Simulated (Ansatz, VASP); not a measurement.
## Two plane-wave programs on Al3Cu

```
Al Cu
1.0
     3.52085    0.00000    0.00000
     0.00000    4.36893    0.00000
     0.00000    0.00000    3.67486
Al Cu
3 1
Direct
  0.00000 0.50000 0.50000
  0.50000 0.00000 0.50000
  0.50000 0.50000 0.00000
  0.00000 0.00000 0.00000
```

Change from the starting cell: strain +e along x and -e along y -0.1100, strain +e along z and -e/2 along x and y -0.0467.

Alike in both runs: task single point; functional LDA; k mesh 10 × 10 × 10; occupations gaussian, width 0.15 eV; no spin polarisation.

```csv
,VASP,Ansatz
version,VASP 6.6.1,Ansatz 0.2.0
potentials or method,"VASP PAW LDA potentials, release 64 (Al, Cu), cutoff 520 eV","scalar-relativistic, plane waves, PAW"
valence electrons in the cell,20,28
```

Ansatz gave:

```
gap on the k mesh at the Fermi level (eV)                     : none
pressure (GPa)                                                : 4.4
traceless stress, the component that is largest in VASP (GPa) : -13.31
```

Problem. Estimate VASP's values.

Solution. gap on the k mesh at the Fermi level (eV): none; pressure (GPa): 4.5; traceless stress, the component that is largest in VASP (GPa): -13.37.

Ansatz warns that its potentials were made for another functional, while VASP's fit it. LDA's correlation is that of Perdew and Zunger in VASP and of Perdew and Wang (1992) in Ansatz. A gap of «none» marks a metal or a gap that the smearing closes. VASP's potentials hold 20 valence electrons a cell and Ansatz's 28, so a difference there can come from the potentials and not from the codes.
